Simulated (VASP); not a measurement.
A run of VASP 6.6.1 is set up as follows.

Contents of INCAR:

```
PREC = Accurate ; ENCUT = 520
EDIFF = 1E-8 ; ISMEAR = -1
SIGMA = 0.05 ; LREAL = False
LASPH = True ; NELM = 80
ALGO = Normal ; ISIF = 2
LWAVE = False ; LCHARG = False
GGA = PS ; LEFG = True
NBANDS = 11
```

KPOINTS

```
Automatic mesh
0
Gamma
  11 11 11
```

POSCAR

```
Ca
1.0
    0.0000000000      2.7848547797      2.7848547797
    2.7848547797      0.0000000000      2.7848547797
    2.7848547797      2.7848547797      0.0000000000
Ca
1
Direct
    0.0000000000      0.0000000000      0.0000000000
```

Potentials or basis: VASP PAW PBE potentials, release 64 (Ca_sv).

Command:

```bash
$ cat potpaw_PBE.64/Ca_sv/POTCAR > POTCAR
$ mpirun -np 1 vasp_std > vasp.out
```

Task: What does it give for the band gap on the k mesh?

Result: Zero (bands 5 and 6 overlap by 0.29 eV).

Task: Estimate the pressure.

Result: -1.0 GPa.

Caveat: the PAW data sets were made with another functional, which shifts forces and pressure a little.
